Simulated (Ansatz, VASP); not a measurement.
**AlNi: VASP beside Ansatz**

INCAR

```
PREC     = Accurate       # precision mode
ENCUT    = 520            # plane-wave cutoff, eV
EDIFF    = 1E-7           # SCF threshold, eV
ISMEAR   = 0              # smearing method
SIGMA    = 0.15           # smearing width, eV
LREAL    = False          # projectors in reciprocal space
LASPH    = True           # aspherical terms in the spheres
NELM     = 100            # most SCF steps
ALGO     = Fast           # electronic algorithm
ISIF     = 2              # what is computed and relaxed
LWAVE    = False          # write WAVECAR
LCHARG   = False          # write CHGCAR
GGA      = PE             # functional
NBANDS   = 14             # bands
```

File KPOINTS:

```
regular mesh
0
Gamma
  16 16 16
```

The input POSCAR:

```
AlNi
1.0
    2.8204056860      0.0000000000      0.0000000000
    0.0000000000      2.8204056860      0.0000000000
    0.0000000000      0.0000000000      2.8204056860
Al Ni
1 1
Direct
    0.0000000000      0.0000000000     -0.0069138990
    0.5000000000      0.5000000000      0.5031783409
```

Input for Ansatz:

```yaml
crystal:
  lattice:
    - [2.820405686, 0.0, 0.0]
    - [0.0, 2.820405686, 0.0]
    - [0.0, 0.0, 2.820405686]
  atoms:
    - { symbol: Al, position: [0.0, 0.0, -0.006913899] }
    - { symbol: Ni, position: [0.5, 0.5, 0.5031783409] }
basis:
  ecutwfc: 520.0
kpoints:
  mp_grid: { grid: [16, 16, 16] }
hamiltonian:
  xc: pbe
  pseudopotentials: { kind: paw, azcp: { folder: soft_1 } }
scf:
  occupations: { method: gaussian, width: 0.15 }
output:
  forces: true
  stress: true
  eigenvalues: true
```

Change from the starting cell: mode 6 frozen in at -0.020 Å, equal normal strain along x, y and z -0.0250.

Alike in both runs: task single point; functional PBE; k mesh 16 × 16 × 16; occupations gaussian, width 0.15 eV; no spin polarisation.

|  | VASP | Ansatz |
| --- | --- | --- |
| version | VASP 6.6.1 | Ansatz 0.2.0 |
| potentials or method | VASP PAW PBE potentials, release 64 (Al, Ni), cutoff 520 eV | scalar-relativistic, plane waves, PAW |
| valence electrons in the cell | 13 | 21 |

|  | VASP | Ansatz | Ansatz less VASP |
| --- | --- | --- | --- |
| gap on the k mesh at the Fermi level (eV) | none | none | - |
| pressure (GPa) | 14.4 | 14.3 | -0.06 |
| rms of the force components (eV/Å) | 0.125 | 0.124 | -0.0008 |

Atom by atom the forces differ by 0.001 eV/Å (rms over components). A gap of «none» marks a metal or a gap that the smearing closes. With one functional, cell and mesh, what is left measures potentials, basis and numerics. VASP's potentials hold 13 valence electrons a cell and Ansatz's 21, so a difference there can come from the potentials and not from the codes.
